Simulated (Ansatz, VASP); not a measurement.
## Two plane-wave programs on Li4GaGe2

```
Ge Ga Li
1.0
     4.67922    0.00000    0.00000
    -2.33961    4.05233    0.00000
    -2.33961    1.35078    6.40629
Ge Ga Li
2 1 4
Direct
  0.40695 0.59305 0.22085
  0.26645 0.73355 0.79935
  0.12440 0.87560 0.37320
  0.83600 0.16400 0.50800
  0.70060 0.29940 0.10180
  0.99670 0.00330 0.99010
  0.54100 0.45900 0.62300
```

Alike in both runs: task single point; functional PBE; k mesh 5 × 5 × 5; occupations gaussian, width 0.2982 eV; collinear spin.

|  | VASP | Ansatz |
| --- | --- | --- |
| version | VASP 6.6.1 | Ansatz 0.2.0 |
| potentials or method | VASP PAW PBE potentials, release 64 (Ge_d, Ga_d, Li_sv), cutoff 520 eV | PAW plane waves |
| valence electrons in the cell | 53 | 53 |

```csv
,VASP,Ansatz,Ansatz less VASP
gap on the k mesh at the Fermi level (eV),none,none,-
rms of the force components (eV/Å),0.333,0.331,-0.0015
```

Atom by atom the forces differ by 0.002 eV/Å (rms over components). A gap of «none» marks a metal or a gap that the smearing closes. Ansatz's warnings: no starting moments, structure snapped to symmetry.

Noted on VASP's run: the cutoff is under 1.25 times that of the potentials, so the pressure is a little rough.
